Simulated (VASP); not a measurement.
# Na (Im-3m) in VASP: further runs

Runs on Na. Level: PBE. Tasks: single point, relaxation of cell and atoms.

All numbers are computed with VASP 6.6.1; they aren't measurements. Logs are shortened: lines on timing, memory, paths and dates and some standing lists are left out, and cuts for length are marked.

### Step 1. The cell of the first run

Symmetry: Im-3m, No. 229, cubic system. The conventional cell has a = 4.192 Å, b = 4.192 Å, c = 4.192 Å, α = 90.00°, β = 90.00°, γ = 90.00°. Within 4.8 Å of Na (site symmetry m-3m) lie 14 Na at 3.63 to 4.19 Å.

### Step 2. Single point, PBE

INCAR

```
SYSTEM = Na
ALGO = Normal
EDIFF = 1E-7
ENCUT = 520
GGA = PE
ISIF = 2
ISMEAR = -1
LASPH = .TRUE.
LCHARG = .TRUE.
LELF = .TRUE.
LREAL = .FALSE.
LVHAR = .TRUE.
LWAVE = .FALSE.
NBANDS = 10
NELM = 80
PREC = Accurate
SIGMA = 0.02
```

KPOINTS

```
k-points
0
G
  7 7 7
  0 0 0
```

POSCAR

```
Na
1.0
   -2.0957663993      2.0957663993      2.0957663993
    2.0957663993     -2.0957663993      2.0957663993
    2.0957663993      2.0957663993     -2.0957663993
Na
1
Direct
    0.0000000000      0.0000000000      0.0000000000
```

Potentials or basis: VASP PAW PBE potentials, release 64 (Na_pv).

The run is started by

```sh
$ cat potpaw_PBE.64/Na_pv/POTCAR > POTCAR
$ mpirun -np 1 vasp_std > vasp.out
```

OUTCAR:

```text
SYSTEM = Na
   EDIFF = 1E-7
   ENCUT = 520
   GGA = PE
   ISIF = 2
   ISMEAR = -1
   LASPH = .TRUE.
   LREAL = .FALSE.
   NELM = 80
   PREC = Accurate

 ion  position               nearest neighbor table
   1  0.000  0.000  0.000-

  LATTYP: Found a body centered cubic cell.
 ALAT       =     4.1915327986

  Lattice vectors:

 A1 = (  -2.0957663993,   2.0957663993,   2.0957663993)
 A2 = (   2.0957663993,  -2.0957663993,   2.0957663993)
 A3 = (   2.0957663993,   2.0957663993,  -2.0957663993)

Analysis of symmetry for initial positions (statically):
=====================================================================
 Subroutine PRICEL returns:
 Original cell was already a primitive cell.

 Routine SETGRP: Setting up the symmetry group for a
 body centered cubic supercell.

 Subroutine GETGRP returns: Found 48 space group operations
 (whereof 48 operations were pure point group operations)
 out of a pool of 48 trial point group operations.

The static configuration has the point symmetry O_h .

Analysis of symmetry for dynamics (positions and initial velocities):
=====================================================================
 Subroutine PRICEL returns:
 Original cell was already a primitive cell.

 Routine SETGRP: Setting up the symmetry group for a
 body centered cubic supercell.

 Subroutine GETGRP returns: Found 48 space group operations
 (whereof 48 operations were pure point group operations)
 out of a pool of 48 trial point group operations.

The dynamic configuration has the point symmetry O_h .

 Subroutine INISYM returns: Found 48 space group operations
 (whereof 48 operations are pure point group operations),
 and found     1 'primitive' translations

----------------------------------------------------------------------------------------

                                     Primitive cell

  volume of cell :      36.8204

  direct lattice vectors                    reciprocal lattice vectors
    -2.095766399  2.095766399  2.095766399     0.000000000  0.238576208  0.238576208
     2.095766399 -2.095766399  2.095766399     0.238576208  0.000000000  0.238576208
     2.095766399  2.095766399 -2.095766399     0.238576208  0.238576208  0.000000000

  length of vectors
     3.629973884  3.629973884  3.629973884     0.337397709  0.337397709  0.337397709

  position of ions in fractional coordinates (direct lattice)
     0.000000000  0.000000000  0.000000000

  ion indices of the primitive-cell ions
   primitive index   ion index
                 1           1

----------------------------------------------------------------------------------------

 KPOINTS: k-points

Automatic generation of k-mesh.
 Grid dimensions read from file:
 generate k-points for:    7    7    7

 Generating k-lattice:

  Cartesian coordinates                     Fractional coordinates (reciprocal lattice)
     0.000000000  0.034082315  0.034082315     0.142857143  0.000000000  0.000000000
     0.034082315  0.000000000  0.034082315     0.000000000  0.142857143  0.000000000
     0.034082315  0.034082315  0.000000000     0.000000000  0.000000000  0.142857143

  Length of vectors
     0.048199673  0.048199673  0.048199673

  Shift w.r.t. Gamma in fractional coordinates (k-lattice)
     0.000000000  0.000000000  0.000000000

 Subroutine IBZKPT returns following result:
 ===========================================

 Found     20 irreducible k-points:

 Following reciprocal coordinates:
            Coordinates               Weight
  0.000000  0.000000  0.000000      1.000000
  0.142857  0.000000  0.000000     12.000000
  0.285714  0.000000  0.000000     12.000000
  0.428571  0.000000  0.000000     12.000000
  0.142857  0.142857  0.000000     24.000000
  0.285714  0.142857 -0.000000     48.000000
[... 12 lines left out ...]
 -0.428571 -0.428571  0.285714      8.000000
 -0.428571  0.428571  0.428571      6.000000
   k-points           NKPTS =     20   k-points in BZ     NKDIM =     20   number of bands    NBANDS=     10
   number of dos      NEDOS =    301   number of ions     NIONS =      1
   total plane-waves  NPLWV =  21952
   dimension x,y,z NGX =    28 NGY =   28 NGZ =   28
   dimension x,y,z NGXF=    56 NGYF=   56 NGZF=   56
   ions per type =               1
   NGX,Y,Z   is equivalent  to a cutoff of  12.82, 12.82, 12.82 a.u.
   NGXF,Y,Z  is equivalent  to a cutoff of  25.65, 25.65, 25.65 a.u.
 SYSTEM =  Na
   PREC   = accura    normal or accurate (medium, high low for compatibility)
   ISTART =      0    job   : 0-new  1-cont  2-samecut
   ICHARG =      2    charge: 1-file 2-atom 10-const
   ISPIN  =      1    spin polarized calculation?
   LNONCOLLINEAR =      F non collinear calculations
   LSORBIT =      F    spin-orbit coupling
   LASPH  =      T    aspherical Exc in radial PAW
   ENCUT  =  520.0 eV  38.22 Ry    6.18 a.u.   6.75  6.75  6.75*2*pi/ulx,y,z
   NELM   =     80;   NELMIN=  2; NELMDL= -5     # of ELM steps
   EDIFF  = 0.1E-06   stopping-criterion for ELM
   LREAL  =      F    real-space projection
   EDIFFG = 0.1E-05   stopping-criterion for IOM
   NSW    =      0    number of steps for IOM
   IBRION =     -1    ionic relax: 0-MD 1-quasi-New 2-CG
   NFREE  =      0    steps in history (QN), initial steepest desc. (CG)
   ISIF   =      2    stress and relaxation
   ISYM   =      2    0-nonsym 1-usesym 2-fastsym
   POTIM  = 0.5000    time-step for ionic-motion
   TEBEG  =    0.0;   TEEND  =   0.0 temperature during run
   PSTRESS=    0.0 pullay stress
   NELECT =       7.0000    total number of electrons
   NUPDOWN=      -1.0000    fix difference up-down
   EMIN   =  10.00;   EMAX   =-10.00  energy-range for DOS
   EFERMI =   0.00;   METHOD = LEGACY
   ISMEAR =    -1;   SIGMA  =   0.02  broadening in eV -4-tet -1-fermi 0-gaus
   EFERMI_NEDOS =   21; number of points for ismear=-14 and -15
   IALGO  =     38    algorithm
   IMIX   =      4    mixing-type and parameters
     AMIX     =   0.40;   BMIX     =  1.00
     AMIX_MAG =   1.60;   BMIX_MAG =  1.00
  volume/ion in A,a.u.               =      36.82       248.48
  Fermi-wavevector in a.u.,A,eV,Ry     =   0.941336  1.778867 12.056304  0.886113
  Thomas-Fermi vector in A             =   2.068837
   LORBIT       =      0    0 simple, 1 ext, 2 COOP (PROOUT), +10 PAW based schemes
   GGA     = PE    functional components
   LHFCALC =     F    Hartree Fock is set to
   AEXX    =    0.0000 exact exchange contribution
   IVDW    =     0    specifies the selected vdW correction
   LEPSILON=     F    determine dielectric tensor
   LRPA    =     F    only Hartree local field effects (RPA)
 non-spin polarized calculation
  energy-cutoff  :      520.00
  volume of cell :       36.82
 maximum number of plane-waves:      1002
   NGX = 13   NGY = 13   NGZ = 13

 number of electron       7.0000003 magnetization

 Free energy of the ion-electron system (eV)
  ---------------------------------------------------
  ext. energy  EPLUGINS =         0.00000000
  ---------------------------------------------------
  free energy    TOTEN  =        -1.31216639 eV

  energy without entropy =       -1.31037332  energy(sigma->0) =       -1.31126985

 E-fermi :   0.2462     XC(G=0):  -6.5200

 val. band max:        0.2130701019   @ k =  -0.2857   0.4286   0.1429
 cond. band min:       0.5479690824   @ k =  -0.4286   0.4286   0.1429
 fundamental gap:      0.3348989805
 Fermi energy:         0.2462445529

 k-point     1 :       0.0000    0.0000    0.0000
  band No.  band energies     occupation
      1     -24.5477      2.00000
      2     -24.5477      2.00000
      3     -24.5477      2.00000
      4      -2.9439      2.00000
      5      12.1250      0.00000
      6      12.1250      0.00000
      7      12.1250      0.00000
      8      13.1294      0.00000
      9      13.1294      0.00000
     10      13.6890      0.00000

 k-point     2 :       0.1429    0.0000    0.0000
  band No.  band energies     occupation
      1     -24.5547      2.00000
      2     -24.5501      2.00000
      3     -24.5477      2.00000
      4      -2.5833      2.00000
      5       9.0526      0.00000
      6      10.6905      0.00000
      7      11.1647      0.00000
      8      11.5686      0.00000
      9      12.3122      0.00000
     10      14.1201      0.00000

 k-point     3 :       0.2857    0.0000    0.0000
  band No.  band energies     occupation
      1     -24.5701      2.00000
      2     -24.5553      2.00000
      3     -24.5477      2.00000
      4      -1.5166      2.00000
      5       5.5633      0.00000
      6       9.3517      0.00000
      7      10.1439      0.00000
      8      10.3390      0.00000
      9      11.4402      0.00000
     10      15.0104      0.00000

 k-point     4 :       0.4286    0.0000    0.0000
  band No.  band energies     occupation
      1     -24.5824      2.00000
      2     -24.5595      2.00000
      3     -24.5477      2.00000
      4       0.2097      1.72307
      5       2.6237      0.00000
      6       8.6686      0.00000
      7       9.6177      0.00000
      8       9.7252      0.00000
      9      10.8324      0.00000
     10      16.2086      0.00000

 k-point     5 :       0.1429    0.1429    0.0000
  band No.  band energies     occupation
      1     -24.5653      2.00000
      2     -24.5528      2.00000
      3     -24.5494      2.00000
      4      -1.8697      2.00000
      5       7.1805      0.00000
      6       7.8363      0.00000
      7      10.0274      0.00000
      8      11.7858      0.00000
      9      12.6812      0.00000
     10      14.5953      0.00000

 k-point     6 :       0.2857    0.1429   -0.0000
  band No.  band energies     occupation
      1     -24.5769      2.00000
      2     -24.5590      2.00000
      3     -24.5500      2.00000
      4      -0.4718      2.00000
      5       4.2385      0.00000
      6       6.6158      0.00000
      7       9.1171      0.00000
      8      11.2320      0.00000
      9      13.2758      0.00000
     10      14.1692      0.00000
[... 131 lines left out ...]
 k-point    17 :      -0.2857    0.2857    0.2857
  band No.  band energies     occupation
      1     -24.5692      2.00000
      2     -24.5635      2.00000
      3     -24.5635      2.00000
      4      -0.1273      2.00000
      5       6.4457      0.00000
      6       6.6331      0.00000
      7       6.6331      0.00000
      8       8.4779      0.00000
      9      13.9023      0.00000
     10      14.8794      0.00000

 k-point    18 :      -0.4286    0.4286    0.2857
  band No.  band energies     occupation
      1     -24.5767      2.00000
      2     -24.5680      2.00000
      3     -24.5641      2.00000
      4       1.5500      0.00000
      5       3.9008      0.00000
      6       6.0235      0.00000
      7       6.6236      0.00000
      8       8.8420      0.00000
      9      11.4205      0.00000
     10      14.8279      0.00000

 k-point    19 :      -0.4286   -0.4286    0.2857
  band No.  band energies     occupation
      1     -24.5746      2.00000
      2     -24.5746      2.00000
      3     -24.5653      2.00000
      4       3.2760      0.00000
      5       3.2760      0.00000
      6       4.2950      0.00000
      7       7.8690      0.00000
      8       7.8690      0.00000
      9       9.9114      0.00000
     10      15.0962      0.00000

 k-point    20 :      -0.4286    0.4286    0.4286
  band No.  band energies     occupation
      1     -24.5739      2.00000
      2     -24.5728      2.00000
      3     -24.5728      2.00000
      4       3.1652      0.00000
      5       5.0530      0.00000
      6       5.4197      0.00000
      7       5.4197      0.00000
      8       6.5737      0.00000
      9       8.9718      0.00000
     10      18.2621      0.00000

------------------------ aborting loop because EDIFF is reached ----------------------------------------

  FORCE on cell =-STRESS in cart. coord.  units (eV):
  Direction    XX          YY          ZZ          XY          YZ          ZX
  --------------------------------------------------------------------------------------
  -------------------------------------------------------------------------------------
  Total        0.0017691      0.0017691      0.0017691      0.0000000      0.0000000     -0.0000000
  in kB        0.0769798      0.0769798      0.0769798      0.0000000      0.0000000     -0.0000000
  external PRESSURE =       0.0769798 kB  Pullay stress =       0.0000000 kB

 VOLUME and BASIS-vectors are now :
 -----------------------------------------------------------------------------
  energy-cutoff  :      520.00
  volume of cell :       36.82
      direct lattice vectors                 reciprocal lattice vectors
    -2.095766399  2.095766399  2.095766399     0.000000000  0.238576208  0.238576208
     2.095766399 -2.095766399  2.095766399     0.238576208  0.000000000  0.238576208
     2.095766399  2.095766399 -2.095766399     0.238576208  0.238576208  0.000000000

 POSITION                                       TOTAL-FORCE (eV/Angst)
 -----------------------------------------------------------------------------------
      0.00000      0.00000      0.00000        -0.000000     -0.000000      0.000000
 -----------------------------------------------------------------------------------
    total drift:                               -0.000000     -0.000000     -0.000000

  FREE ENERGIE OF THE ION-ELECTRON SYSTEM (eV)
  ---------------------------------------------------
  free  energy   TOTEN  =        -1.3121663882 eV

  energy  without entropy=       -1.3103733168  energy(sigma->0) =       -1.31126985
```

Run time: 2.7 s. Hardware: 1 thread of Intel Xeon 6975P-C (Granite Rapids), shared host; peak memory 0.14 GiB.

Results:

```
Free energy : -1.3122 eV
Pressure    : 0.0 GPa
```

### Step 3. Relaxation of cell and atoms, PBE

This run uses another cell than the first one, of 39.26 Å³/atom, 1.066 times its volume.

INCAR

```
PREC = Accurate
ENCUT = 600
EDIFF = 1E-6
ISMEAR = -1
SIGMA = 0.02
LREAL = False
LASPH = True
NELM = 60
ALGO = Normal
ISIF = 3
LWAVE = False
LCHARG = False
GGA = PE
IBRION = 2
NSW = 80
EDIFFG = -0.01
```

KPOINTS

```
Automatic mesh
0
Gamma
  7 7 7
```

POSCAR

```
Na
1.0
   -2.1410000000      2.1410000000      2.1410000000
    2.1410000000     -2.1410000000      2.1410000000
    2.1410000000      2.1410000000     -2.1410000000
Na
1
Direct
    0.0000000000      0.0000000000      0.0000000000
```

Potentials or basis: VASP PAW PBE potentials, release 64 (Na_pv).

The run is started by

```sh
$ cat potpaw_PBE.64/Na_pv/POTCAR > POTCAR
$ mpirun -np 1 vasp_std > vasp.out
```

Run time: 5.8 s. Hardware: 1 thread of Intel Xeon 6975P-C (Granite Rapids), shared host; peak memory 0.15 GiB.

Results (log left out):

```yaml
Free_energy: -1.3123 eV
Relaxed_volume: 36.93 Å³/atom
Relaxed_cell: a = 3.634 Å, b = 3.634 Å, c = 3.634 Å, α = 109.47°, β = 109.47°, γ = 109.47°
Space_group_after_relaxing_to_0.05_Å: Im-3m (No. 229)
Energy_gained_by_relaxing: 3.2 meV/atom
Ionic_steps: 3
Pressure_after_relaxing: 0.0 GPa
```

The path:
| step | energy change (eV) | largest force (eV/Å) | pressure (GPa) | volume (Å³) |
| --- | --- | --- | --- | --- |
| 1 | 0.0000 | 0.0000 | -0.44 | 39.26 |
| 2 | -0.0014 | 0.0000 | -0.33 | 38.65 |
| 3 | -0.0032 | 0.0000 | -0.01 | 36.93 |

Final structure:
```
Na
1.0
    -2.09787    2.09787    2.09787
     2.09787   -2.09787    2.09787
     2.09787    2.09787   -2.09787
Na
1
Cartesian
  0.0000 0.0000 0.0000
```

Levels at points of the mesh, in eV from the Fermi level:
```tsv
k point	band 2	band 3	band 4	band 5	band 6	band 7
(0.00, 0.00, 0.00)	-24.80	-24.80	-3.18	11.86	11.86	11.86
```
